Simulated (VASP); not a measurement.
Write the native input for VASP 6.6.1 that does the following.

| Item | Value |
| --- | --- |
| Task | single point |
| Functional | revPBE |
| Potentials or basis | VASP PAW PBE potentials, release 64 (In_d, As) |
| Cutoff | 520 eV |
| k mesh | 8 × 8 × 8 |
| Occupations | fermi-dirac, width 0.05 eV |
| Spin | no spin polarisation |
| Dipole correction | no |
| Further INCAR settings | ALGO = Normal; EDIFF = 1e-06; NBANDS = 16 |

The structure of InAs lies in POSCAR:

```
InAs
1.0
    0.0000000000      3.0180000000      3.0180000000
    3.0180000000      0.0000000000      3.0180000000
    3.0180000000      3.0180000000      0.0000000000
In As
1 1
Direct
    0.0000000000      0.0000000000      0.0000000000
    0.7500000000      0.7500000000      0.7500000000
```

The input as run:

INCAR

```
ALGO = Normal
EDIFF = 1E-6
ENCUT = 520
GGA = RE
ISIF = 2
ISMEAR = -1
LASPH = True
LCHARG = False
LREAL = False
LWAVE = False
NBANDS = 16
NELM = 60
PREC = Accurate
SIGMA = 0.05
```

KPOINTS

```
k-points
0
Gamma
  8 8 8
```

Potentials or basis: VASP PAW PBE potentials, release 64 (In_d, As).

Command:

```bash
$ cat potpaw_PBE.64/In_d/POTCAR potpaw_PBE.64/As/POTCAR > POTCAR
$ mpirun -np 1 vasp_std > vasp.out
```

It gave:

| Property | Result |
| --- | --- |
| Pressure | 5.6 GPa |
| Band gap on the k mesh | zero (filled and empty bands touch) |

Caveat: the PAW data sets were made with another functional, which shifts forces and pressure a little; spin-orbit coupling is left out, which moves the levels of the heavy elements.

It took 8.8 s on 1 thread of Intel(R) Xeon(R) 6975P-C (Granite Rapids), on a shared host, peak memory 0.18 GiB.
